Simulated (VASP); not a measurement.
Write the native input for VASP 6.6.1 that does the following.

```yaml
Task: single point
Functional: r2SCAN
Potentials_or_basis: VASP PAW PBE potentials, release 64 (Ni, O)
Cutoff: 520 eV
k_mesh: 10 × 10 × 8
Occupations: gaussian, width 0.02 eV
Spin: collinear spin, ferromagnetic start
Starting_moments: "[1.84, 1.84, 0.31, 0.31] μB"
Dipole_correction: no
Further_INCAR_settings: ALGO = Normal; EDIFF = 1e-06; NBANDS = 28
```

Crystal: NiO.

```
CELL_PARAMETERS angstrom
2.09430 2.09430 0.00000
-2.09430 2.09430 0.00000
0.00000 0.00000 4.27237
ATOMIC_POSITIONS crystal
Ni 0.00000 0.00000 0.00000
Ni 0.50000 0.50000 0.50000
O 0.50000 0.50000 0.00000
O 0.00000 0.00000 0.50000
```

This cell differs from its parent crystal: strain along c alone, the other axes held: +2.0 %.

One way to write it, as run:

POSCAR

```
NiO
1.0
    2.0942984958      2.0942984958      0.0000000000
   -2.0942984958      2.0942984958      0.0000000000
    0.0000000000      0.0000000000      4.2723689314
Ni O
2 2
Direct
    0.0000000000      0.0000000000      0.0000000000
    0.5000000000      0.5000000000      0.5000000000
    0.5000000000      0.5000000000      0.0000000000
    0.0000000000      0.0000000000      0.5000000000
```

INCAR.step1

```
  PREC = Accurate
  ENCUT = 520
  ISMEAR = 0
  SIGMA = 0.02
  LREAL = F
  LASPH = T
  NELM = 150
  ISPIN = 2
  MAGMOM = 1.84 1.84 0.31 0.31
  LMAXMIX = 4
  NBANDS = 28
  GGA = PE
  ALGO = Normal
  EDIFF = 1E-4
  LWAVE = T
  LCHARG = F
```

INCAR.step2

```
  PREC = Accurate
  ENCUT = 520
  EDIFF = 1E-6
  ISMEAR = 0
  SIGMA = 0.02
  LREAL = F
  LASPH = T
  NELM = 150
  ALGO = Normal
  ISIF = 2
  LWAVE = F
  LCHARG = T
  ISPIN = 2
  MAGMOM = 1.84 1.84 0.31 0.31
  LORBIT = 11
  LMAXMIX = 4
  METAGGA = R2SCAN
  LMIXTAU = T
  LELF = T
  LVHAR = T
  NBANDS = 28
  ISTART = 1
```

KPOINTS

```
regular mesh
0
Gamma
  10 10 8
```

Potentials or basis: VASP PAW PBE potentials, release 64 (Ni, O).

The run is started by

```bash
$ cat potpaw_PBE.64/Ni/POTCAR potpaw_PBE.64/O/POTCAR > POTCAR
$ cp INCAR.step1 INCAR
$ mpirun -np 1 vasp_std > vasp.out
$ cp INCAR.step2 INCAR
$ mpirun -np 1 vasp_std > vasp.out
```

It gave:

```
Pressure                                              : -4.0 GPa
Band gap on the k mesh                                : 0.68 eV
Net moment                                            : 4.00 μB per cell
Site moments                                          : Ni +1.70; O +0.27 μB
Valence electrons inside the program's atomic spheres : Ni 8.88; O 5.03
```

Caveat: the cell differs from its parent crystal (strain along c alone, the other axes held: +2.0 %); the PAW data sets were made with another functional, which shifts forces and pressure a little.

Run time: 12 min on 1 thread of Oxide Virtual Turin-like Processor, on a shared host, peak memory 0.25 GiB.
